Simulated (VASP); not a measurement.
# MnO2 (P-3m1) in VASP: a series of runs, part 2 of 3

VASP 6.6.1. Earlier steps stand in the parts before.

### 4 Single point, PBEsol, collinear spin, ferromagnetic start

This run uses another cell than the first one, of 11.75 Å³/atom.

File INCAR:

```
PREC = Accurate ; ENCUT = 520
EDIFF = 1E-6 ; ISMEAR = -1
SIGMA = 0.05 ; LREAL = False
LASPH = True ; NELM = 150
ALGO = Normal ; ISIF = 2
LWAVE = False ; LCHARG = False
ISPIN = 2 ; MAGMOM = 4 0 0
LORBIT = 11 ; LMAXMIX = 4
GGA = PS ; NBANDS = 24
```

File KPOINTS:

```
regular mesh
0
Gamma
  11 11 6
```

File POSCAR:

```
MnO2
1.0
    2.8404143892      0.0000000000      0.0000000000
   -1.4202071946      2.4598710183      0.0000000000
    0.0000000000      0.0000000000      5.0455806200
Mn O
1 2
Direct
    0.0000000000      0.0000000000      0.5000000000
    0.3333333333      0.6666666667      0.6882301162
    0.6666666667      0.3333333333      0.3117698838
```

Potentials or basis: VASP PAW PBE potentials, release 64 (Mn_pv, O).

On the command line:

```console
$ cat potpaw_PBE.64/Mn_pv/POTCAR potpaw_PBE.64/O/POTCAR > POTCAR
$ mpirun -np 1 vasp_std > vasp.out
```

OUTCAR:

```text
PREC = Accurate
   ENCUT = 520
   EDIFF = 1E-6
   ISMEAR = -1
   LREAL = False
   LASPH = True
   NELM = 150
   ISIF = 2
   ISPIN = 2
   LORBIT = 11
   GGA = PS

 ion  position               nearest neighbor table
   1  0.000  0.000  0.500-   2 1.90   3 1.90   2 1.90   3 1.90   3 1.90   2 1.90
   2  0.333  0.667  0.688-   1 1.90   1 1.90   1 1.90
   3  0.667  0.333  0.312-   1 1.90   1 1.90   1 1.90

  LATTYP: Found a hexagonal cell.
 ALAT       =     2.8404143892
 C/A-ratio  =     1.7763537036

  Lattice vectors:

 A1 = (   2.8404143892,   0.0000000000,   0.0000000000)
 A2 = (  -1.4202071946,   2.4598710183,   0.0000000000)
 A3 = (   0.0000000000,   0.0000000000,   5.0455806200)

Analysis of symmetry for initial positions (statically):
=====================================================================
 Subroutine PRICEL returns:
 Original cell was already a primitive cell.

 Routine SETGRP: Setting up the symmetry group for a
 hexagonal supercell.

[... 1492 lines left out ...]

------------------------ aborting loop because EDIFF is reached ----------------------------------------

  FORCE on cell =-STRESS in cart. coord.  units (eV):
  Direction    XX          YY          ZZ          XY          YZ          ZX
  --------------------------------------------------------------------------------------
  -------------------------------------------------------------------------------------
  Total        0.2386971      0.2386971      0.1277602      0.0000000      0.0000000      0.0000000
  in kB       10.8480710     10.8480710      5.8063185      0.0000000      0.0000000      0.0000000
  external PRESSURE =       9.1674868 kB  Pullay stress =       0.0000000 kB

 VOLUME and BASIS-vectors are now :
 -----------------------------------------------------------------------------
  energy-cutoff  :      520.00
  volume of cell :       35.25
      direct lattice vectors                 reciprocal lattice vectors
     2.840414389  0.000000000  0.000000000     0.352061306  0.203262690  0.000000000
    -1.420207195  2.459871018  0.000000000     0.000000000  0.406525380  0.000000000
     0.000000000  0.000000000  5.045580620     0.000000000  0.000000000  0.198193246

 POSITION                                       TOTAL-FORCE (eV/Angst)
 -----------------------------------------------------------------------------------
      0.00000      0.00000      2.52279        -0.000000      0.000000      0.000000
     -0.00000      1.63991      3.47252         0.000000     -0.000000      0.084253
      1.42021      0.81996      1.57306         0.000000      0.000000     -0.084253
 -----------------------------------------------------------------------------------
    total drift:                               -0.000000      0.000000      0.000000

  FREE ENERGIE OF THE ION-ELECTRON SYSTEM (eV)
  ---------------------------------------------------
  free  energy   TOTEN  =       -25.0602290008 eV

  energy  without entropy=      -25.0602141086  energy(sigma->0) =      -25.06022155

 total charge

# of ion       s       p       d       tot
------------------------------------------
    1        0.366   6.488   4.951  11.805
    2        1.577   3.405   0.000   4.982
    3        1.577   3.405   0.000   4.982
--------------------------------------------------
tot          3.521  13.298   4.951  21.769

 magnetization (x)

# of ion       s       p       d       tot
------------------------------------------
    1        0.030   0.040   2.752   2.823
    2        0.004   0.044   0.000   0.048
    3        0.004   0.044   0.000   0.048
--------------------------------------------------
tot          0.038   0.129   2.752   2.918
```

OSZICAR:

```text
N       E                     dE             d eps       ncg     rms          rms(c)
DAV:   1     0.244019957556E+03    0.24402E+03   -0.14028E+04  8104   0.117E+03
DAV:   2    -0.174737817304E+02   -0.26149E+03   -0.24531E+03  8896   0.355E+02
DAV:   3    -0.320547878275E+02   -0.14581E+02   -0.14503E+02  9296   0.912E+01
DAV:   4    -0.321913351693E+02   -0.13655E+00   -0.13653E+00  9336   0.928E+00
DAV:   5    -0.321929806399E+02   -0.16455E-02   -0.16455E-02  9632   0.967E-01    0.320E+01
DAV:   6    -0.308256343203E+02    0.13673E+01   -0.82077E+01  9656   0.748E+01    0.385E+01
DAV:   7    -0.261926155313E+02    0.46330E+01   -0.99422E+01  9328   0.763E+01    0.152E+01
DAV:   8    -0.252356348927E+02    0.95698E+00   -0.28779E+00  8864   0.156E+01    0.608E+00
DAV:   9    -0.250520128799E+02    0.18362E+00   -0.91799E-01 11136   0.896E+00    0.225E+00
DAV:  10    -0.250629811631E+02   -0.10968E-01   -0.92594E-02  8864   0.199E+00    0.121E+00
DAV:  11    -0.250600073614E+02    0.29738E-02   -0.80838E-03  9048   0.651E-01    0.424E-01
DAV:  12    -0.250602924456E+02   -0.28508E-03   -0.84314E-04  8656   0.284E-01    0.146E-01
DAV:  13    -0.250602136294E+02    0.78816E-04   -0.50138E-04  9744   0.240E-01    0.421E-02
DAV:  14    -0.250602243258E+02   -0.10696E-04   -0.88287E-05  8832   0.826E-02    0.246E-02
DAV:  15    -0.250602274426E+02   -0.31168E-05   -0.65338E-06  8976   0.234E-02    0.117E-02
DAV:  16    -0.250602287488E+02   -0.13062E-05   -0.21735E-06  7112   0.149E-02    0.375E-03
DAV:  17    -0.250602290008E+02   -0.25206E-06   -0.60622E-07  6480   0.762E-03
   1 F= -.25060229E+02 E0= -.25060222E+02  d E =-.148922E-04  mag=     3.0000
```

Wall time 75 s (1 thread of AMD EPYC 9R45 (Zen 5), shared host); peak memory 0.21 GiB.

What came out:

| Quantity | Value |
| --- | --- |
| Free energy | -25.0602 eV |
| Pressure | 0.9 GPa |
| Largest force | 0.084 eV/Å |
| Band gap on the k mesh | 0.74 eV (least direct gap 0.78 eV) |
| Net moment | 3.00 μB per cell |
| Site moments | Mn +2.82; O +0.05 μB |
| Valence electrons inside the program's atomic spheres | Mn 11.80; O 4.98 |

Forces on the atoms (eV/Å):
```
Mn   0.000  0.000  0.000
O    0.000  0.000  0.084
O    0.000  0.000 -0.084
```

Stress tensor (GPa, compression positive):
```
1.08 0.00 0.00
0.00 1.08 0.00
0.00 0.00 0.58
```

Caveat: semilocal functionals underestimate gaps, and a narrow one can read as zero; the PAW data sets were made with another functional, which shifts forces and pressure a little; a cell with one magnetic atom can't hold antiferromagnetic order, which such compounds often take. A k mesh can miss the band edges.

### 5 Single point, LDA, collinear spin, ferromagnetic start

This run uses another cell than the first one, of 11.49 Å³/atom.

File INCAR:

```
SYSTEM = MnO2
ALGO = Normal ; EDIFF = 1E-6
ENCUT = 520 ; GGA = CA
ISIF = 2 ; ISMEAR = -1
ISPIN = 2 ; LASPH = .True.
LCHARG = .True. ; LELF = .True.
LMAXMIX = 4 ; LORBIT = 11
LREAL = .False. ; LVHAR = .True.
LWAVE = .False. ; MAGMOM = 4 0 0
NBANDS = 24 ; NELM = 150
PREC = Accurate ; SIGMA = 0.05
```

File KPOINTS:

```
k-points
0
Gamma
  11 11 6
  0 0 0
```

File POSCAR:

```
MnO2
1.0
    2.9126037410      0.0000000000      0.0000000000
   -1.4563018705      2.5223888309      0.0000000000
    0.0000000000      0.0000000000      4.6916199912
Mn O
1 2
Direct
    0.0000000000      0.0000000000      0.5000000000
    0.3333333333      0.6666666667      0.7062925700
    0.6666666667      0.3333333333      0.2937074300
```

Potentials or basis: VASP PAW LDA potentials, release 64 (Mn_pv, O).

On the command line:

```console
$ cat potpaw_LDA.64/Mn_pv/POTCAR potpaw_LDA.64/O/POTCAR > POTCAR
$ mpirun -np 1 vasp_std > vasp.out
```

OUTCAR:

```text
SYSTEM = MnO2
   EDIFF = 1E-6
   ENCUT = 520
   GGA = CA
   ISIF = 2
   ISMEAR = -1
   ISPIN = 2
   LASPH = .True.
   LORBIT = 11
   LREAL = .False.
   NELM = 150
   PREC = Accurate

 ion  position               nearest neighbor table
   1  0.000  0.000  0.500-   2 1.94   3 1.94   3 1.94   2 1.94   3 1.94   2 1.94
   2  0.333  0.667  0.706-   1 1.94   1 1.94   1 1.94
   3  0.667  0.333  0.294-   1 1.94   1 1.94   1 1.94

  LATTYP: Found a hexagonal cell.
 ALAT       =     2.9126037410
 C/A-ratio  =     1.6107992739

  Lattice vectors:

 A1 = (   2.9126037410,   0.0000000000,   0.0000000000)
 A2 = (  -1.4563018705,   2.5223888309,   0.0000000000)
 A3 = (   0.0000000000,   0.0000000000,   4.6916199912)

Analysis of symmetry for initial positions (statically):
=====================================================================
 Subroutine PRICEL returns:
 Original cell was already a primitive cell.

 Routine SETGRP: Setting up the symmetry group for a
 hexagonal supercell.

 Subroutine GETGRP returns: Found 12 space group operations
 (whereof 12 operations were pure point group operations)
 out of a pool of 24 trial point group operations.

The static configuration has the point symmetry D_3d.

Analysis of symmetry for dynamics (positions and initial velocities):
=====================================================================
 Subroutine PRICEL returns:
 Original cell was already a primitive cell.

 Routine SETGRP: Setting up the symmetry group for a
 hexagonal supercell.

 Subroutine GETGRP returns: Found 12 space group operations
 (whereof 12 operations were pure point group operations)
 out of a pool of 24 trial point group operations.

The dynamic configuration has the point symmetry D_3d.

Analysis of structural, dynamic, and magnetic symmetry:
=====================================================================
 Subroutine PRICEL returns:
 Original cell was already a primitive cell.

 Routine SETGRP: Setting up the symmetry group for a
[... 152 lines left out ...]
  free energy    TOTEN  =       -25.96430716 eV

  energy without entropy =      -25.96420700  energy(sigma->0) =      -25.96425708

 E-fermi :   2.6897     XC(G=0): -11.1351

 val. band max:        2.4140612283   @ k =   0.0909  -0.0000   0.5000
 cond. band min:       2.9331052767   @ k =   0.0000   0.0000   0.5000
 fundamental gap:      0.5190440485
 Fermi energy:         2.6897366542

 spin component 1

 k-point     1 :       0.0000    0.0000    0.0000
  band No.  band energies     occupation
      1     -47.4002      1.00000
      2     -47.4002      1.00000
      3     -47.3650      1.00000
      4     -16.6128      1.00000
      5     -14.4396      1.00000
      6      -3.5519      1.00000
[... 637 lines left out ...]
     23      22.3608      0.00000
     24      24.7001      0.00000

 [... further k-points ...]

 spin component 2

 k-point     1 :       0.0000    0.0000    0.0000
  band No.  band energies     occupation
      1     -44.5672      1.00000
      2     -44.5672      1.00000
      3     -44.4053      1.00000
      4     -16.4482      1.00000
      5     -14.3187      1.00000
      6      -2.8329      1.00000
[... 637 lines left out ...]
     23      23.0009      0.00000
     24      24.8279      0.00000

 [... further k-points ...]

------------------------ aborting loop because EDIFF is reached ----------------------------------------

  FORCE on cell =-STRESS in cart. coord.  units (eV):
  Direction    XX          YY          ZZ          XY          YZ          ZX
  --------------------------------------------------------------------------------------
  -------------------------------------------------------------------------------------
  Total       -4.2923155     -4.2923155     -2.6895788      0.0000000      0.0000000     -0.0000000
  in kB     -199.5197785   -199.5197785   -125.0197399      0.0000000      0.0000000     -0.0000000
  external PRESSURE =    -174.6864323 kB  Pullay stress =       0.0000000 kB

 VOLUME and BASIS-vectors are now :
 -----------------------------------------------------------------------------
  energy-cutoff  :      520.00
  volume of cell :       34.47
      direct lattice vectors                 reciprocal lattice vectors
     2.912603741  0.000000000  0.000000000     0.343335410  0.198224791  0.000000000
    -1.456301870  2.522388831  0.000000000     0.000000000  0.396449583  0.000000000
     0.000000000  0.000000000  4.691619991     0.000000000  0.000000000  0.213145993

 POSITION                                       TOTAL-FORCE (eV/Angst)
 -----------------------------------------------------------------------------------
      0.00000      0.00000      2.34581        -0.000000      0.000000      0.000000
     -0.00000      1.68159      3.31366         0.000000      0.000000     -1.207541
      1.45630      0.84080      1.37796        -0.000000     -0.000000      1.207541
 -----------------------------------------------------------------------------------
    total drift:                               -0.000000      0.000000      0.000000

  FREE ENERGIE OF THE ION-ELECTRON SYSTEM (eV)
  ---------------------------------------------------
  free  energy   TOTEN  =       -25.9643071602 eV

  energy  without entropy=      -25.9642069976  energy(sigma->0) =      -25.96425708

 total charge

# of ion       s       p       d       tot
------------------------------------------
    1        0.336   6.421   4.895  11.651
    2        1.570   3.356   0.000   4.926
    3        1.570   3.356   0.000   4.926
--------------------------------------------------
tot          3.475  13.133   4.895  21.502

 magnetization (x)

# of ion       s       p       d       tot
------------------------------------------
    1        0.029   0.033   2.775   2.837
    2        0.004   0.031   0.000   0.035
    3        0.004   0.031   0.000   0.035
--------------------------------------------------
tot          0.036   0.096   2.775   2.908
```

OSZICAR:

```text
N       E                     dE             d eps       ncg     rms          rms(c)
DAV:   1     0.241021938413E+03    0.24102E+03   -0.14021E+04  8080   0.118E+03
DAV:   2    -0.190522381302E+02   -0.26007E+03   -0.24392E+03  8952   0.357E+02
DAV:   3    -0.335102664541E+02   -0.14458E+02   -0.14382E+02  9304   0.909E+01
DAV:   4    -0.336408021154E+02   -0.13054E+00   -0.13052E+00  8992   0.912E+00
DAV:   5    -0.336423341872E+02   -0.15321E-02   -0.15321E-02  9496   0.947E-01    0.291E+01
DAV:   6    -0.351395694745E+02   -0.14972E+01   -0.11407E+02  9648   0.754E+01    0.454E+01
DAV:   7    -0.271490230772E+02    0.79905E+01   -0.11845E+02  9312   0.782E+01    0.143E+01
DAV:   8    -0.262179271310E+02    0.93110E+00   -0.28425E+00  8792   0.143E+01    0.593E+00
DAV:   9    -0.259648572366E+02    0.25307E+00   -0.10555E+00 11224   0.903E+00    0.211E+00
DAV:  10    -0.259678795081E+02   -0.30223E-02   -0.86079E-02  8664   0.194E+00    0.111E+00
DAV:  11    -0.259642662942E+02    0.36132E-02   -0.70247E-03  8808   0.641E-01    0.447E-01
DAV:  12    -0.259645101671E+02   -0.24387E-03   -0.64106E-04  8656   0.218E-01    0.202E-01
DAV:  13    -0.259643075319E+02    0.20264E-03   -0.91068E-04  9488   0.320E-01    0.502E-02
DAV:  14    -0.259643059916E+02    0.15402E-05   -0.12356E-04  9552   0.103E-01    0.230E-02
DAV:  15    -0.259643075406E+02   -0.15489E-05   -0.83142E-06  7352   0.224E-02    0.135E-02
DAV:  16    -0.259643071602E+02    0.38037E-06   -0.25968E-06  5184   0.183E-02
   1 F= -.25964307E+02 E0= -.25964257E+02  d E =-.100163E-03  mag=     2.9997
```

Run time: 3.1 min. Hardware: 1 thread of Intel Xeon 8259CL, shared host; peak memory 0.21 GiB.

What came out:

```
Free energy                                           : -25.9643 eV
Pressure                                              : -17.5 GPa
Largest force                                         : 1.208 eV/Å
Band gap on the k mesh                                : 0.52 eV (least direct gap 0.57 eV)
Net moment                                            : 3.00 μB per cell
Site moments                                          : Mn +2.84; O +0.04 μB
Valence electrons inside the program's atomic spheres : Mn 11.65; O 4.93
```

Forces on the atoms (eV/Å):
```
Mn   0.000  0.000  0.000
O    0.000  0.000 -1.208
O    0.000  0.000  1.208
```

Levels at points of the mesh, in eV from the valence-band top:
Spin up:
```
           k point  band 10  band 11  band 12  band 13  band 14  band 15  band 16  band 17  band 18  band 19
(0.00, 0.00, 0.00)    -2.21    -1.42    -1.42    -1.13    -0.33     2.51     2.51     6.50     9.83    13.90
(0.00, 0.00, 0.50)    -2.21    -2.21    -1.46    -1.46    -0.05     2.55     2.55     8.58     8.72    13.07
```
Spin down:
```tsv
k point	band 9	band 10	band 11	band 12	band 13	band 14
(0.00, 0.00, 0.00)	-1.32	-1.32	-0.98	0.53	0.53	2.01
(0.00, 0.00, 0.50)	-2.26	-1.36	-1.36	0.52	0.52	2.13
```

Caveat: the stress differs along the axes, from -20 to -13 GPa; semilocal functionals underestimate gaps, and a narrow one can read as zero; a cell with one magnetic atom can't hold antiferromagnetic order, which such compounds often take; forces of over 1 eV/Å act on the atoms, so gaps and moduli don't describe the material at rest.

[end of part 2 of 3]
